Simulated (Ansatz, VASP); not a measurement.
# GaN: VASP beside Ansatz

Contents of INCAR:

```
SYSTEM = GaN
PREC = Accurate ; ENCUT = 520
EDIFF = 1E-6 ; ISMEAR = 0
SIGMA = 0.02 ; LREAL = .FALSE.
LASPH = .TRUE. ; NELM = 80
ALGO = Normal ; ISIF = 2
LWAVE = .FALSE. ; LCHARG = .FALSE.
GGA = PE ; NBANDS = 26
```

Contents of KPOINTS:

```
regular mesh
0
G
  12 12 6
  0 0 0
```

POSCAR

```
GaN
1.0
    3.2184275448      0.0000000000      0.0000000000
   -1.6092137724      2.7872400141      0.0000000000
    0.0000000000      0.0000000000      5.2430821301
Ga N
2 2
Direct
    0.3333333333      0.6666666667      0.9991245061
    0.6666666667      0.3333333333      0.4991245061
    0.3333333333      0.6666666667      0.3758754939
    0.6666666667      0.3333333333      0.8758754939
```

Input for Ansatz:

```yaml
crystal:
  lattice:
    - [3.2184275448, 0.0, 0.0]
    - [-1.6092137724, 2.7872400141, 0.0]
    - [0.0, 0.0, 5.2430821301]
  atoms:
    - { symbol: Ga, position: [0.3333333333, 0.6666666667, 0.9991245061] }
    - { symbol: Ga, position: [0.6666666667, 0.3333333333, 0.4991245061] }
    - { symbol: "N", position: [0.3333333333, 0.6666666667, 0.3758754939] }
    - { symbol: "N", position: [0.6666666667, 0.3333333333, 0.8758754939] }
basis:
  ecutwfc: 420
kpoints:
  mp_grid: { grid: [12, 12, 6] }
  band_path:
    path:
      - [[0.0, 0.0, 0.0], [0.5, 0.0, 0.0], [0.33333333, 0.33333333, 0.0], [0.0, 0.0, 0.0], [0.0, 0.0, 0.5], [0.5, 0.0, 0.5], [0.33333333, 0.33333333, 0.5], [0.0, 0.0, 0.5]]
      - [[0.5, 0.0, 0.5], [0.5, 0.0, 0.0]]
      - [[0.33333333, 0.33333333, 0.5], [0.33333333, 0.33333333, 0.0]]
    npoints: 14
hamiltonian:
  xc: pbe
scf:
  occupations: { method: gaussian, width: 0.02 }
  n_extra_bands: 10
output:
  forces: true
  stress: true
  eigenvalues: true
  populations: true
  dos: { projected: true, de: 0.02, nscf_kmesh: { grid: [18, 18, 9] } }
  bader: true
  write_density: true
  write_potential: true
  elf: true
  volumetric_format: npy
```

Alike in both runs: task single point; functional PBE; k mesh 12 × 12 × 6; occupations gaussian, width 0.02 eV; no spin polarisation.

|  | VASP | Ansatz |
| --- | --- | --- |
| version | VASP 6.6.1 | Ansatz 0.2.0 |
| potentials or method | VASP PAW PBE potentials, release 64 (Ga_d, N), cutoff 520 eV | scalar-relativistic, plane waves, PAW |
| valence electrons in the cell | 36 | 36 |

|  | VASP | Ansatz | Ansatz less VASP |
| --- | --- | --- | --- |
| gap on the k mesh at the Fermi level (eV) | 1.72 | 1.71 | -0.006 |
| least direct gap on the mesh (eV) | 1.72 | 1.71 | -0.006 |
| pressure (GPa) | 0.1 | 0.0 | -0.13 |
